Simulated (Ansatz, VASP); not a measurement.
KBr in VASP and in Ansatz

```
K Br
1.0
     3.97587    0.00000    0.00000
     0.00000    3.97587    0.00000
     0.00000    0.00000    3.97587
K Br
1 1
Cartesian
  0.0000 0.0000 0.0000
  1.9879 1.9879 1.9879
```

Alike in both runs: task single point; functional r2SCAN; k mesh 6 × 6 × 6; no spin polarisation.

|  | VASP | Ansatz |
| --- | --- | --- |
| version | VASP 6.6.1 | Ansatz 0.2.0 |
| potentials or method | VASP PAW PBE potentials, release 64 (K_sv, Br) | plane waves, PAW |
| plane-wave cutoff (eV) | 520 | 500 |
| occupations | gaussian, width 0.01 eV | fixed |
| valence electrons in the cell | 16 | 16 |

|  | VASP | Ansatz | Ansatz less VASP |
| --- | --- | --- | --- |
| gap on the k mesh at the Fermi level (eV) | 4.77 | 4.77 | -0.004 |
| pressure (GPa) | 0.0 | 0.0 | +0.01 |

VASP's potentials were made for PBE, not for r2SCAN.
